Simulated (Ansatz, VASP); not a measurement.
## Ir: VASP beside Ansatz

```xyz
1
Lattice="0.0000 1.9222 1.9222 1.9222 0.0000 1.9222 1.9222 1.9222 0.0000" Properties=species:S:1:pos:R:3 pbc="T T T"
Ir    0.0000    0.0000    0.0000
```

Alike in both runs: task single point; functional r2SCAN; k mesh 18 × 18 × 18; occupations gaussian, width 0.05 eV; no spin polarisation.

|  | VASP | Ansatz |
| --- | --- | --- |
| version | VASP 6.6.1 | Ansatz 0.2.0 |
| potentials or method | VASP PAW PBE potentials, release 64 (Ir), cutoff 520 eV | scalar-relativistic, plane waves, PAW |
| valence electrons in the cell | 9 | 17 |

|  | VASP | Ansatz | Ansatz less VASP |
| --- | --- | --- | --- |
| pressure (GPa) | 2.4 | -0.1 | -2.48 |

VASP's potentials were made for PBE, not for r2SCAN. VASP's potentials hold 9 valence electrons a cell and Ansatz's 17, so a difference there can come from the potentials and not from the codes.

Spin-orbit coupling is off throughout.
